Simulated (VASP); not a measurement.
WS2, 9 atoms in the cell. The cell holds a slab with vacuum, 9 atoms: a = 3.189 Å, b = 3.193 Å, c = 28.535 Å, α = 90.09°, β = 89.66°, γ = 120.84°. 

```yaml
Program: VASP 6.6.1
Task: single point
Functional: PBEsol
Potentials_or_basis: VASP PAW PBE potentials, release 64 (W_sv, S)
Cutoff: 520 eV
k_mesh: 2 × 2 × 1
Occupations: gaussian, width 0.02 eV
Spin: no spin polarisation
Dipole_correction: no
Further_INCAR_settings: ALGO = Normal; EDIFF = 1e-06; NBANDS = 49
```

Potentials or basis: VASP PAW PBE potentials, release 64 (W_sv, S).

Launch:

```sh
$ cat potpaw_PBE.64/W_sv/POTCAR potpaw_PBE.64/S/POTCAR > POTCAR
$ mpirun -np 1 vasp_std > vasp.out
```

Hardware: 1 thread of AMD EPYC 9R45 96-Core Processor (Zen 5), on a shared host.

**Question.** Estimate the wall time of this run.

**Answer.** It took 59 s on 1 thread of AMD EPYC 9R45 96-Core Processor (Zen 5), with other jobs on the host, peak memory 0.31 GiB. Counts: scf iterations 24, k points 4.
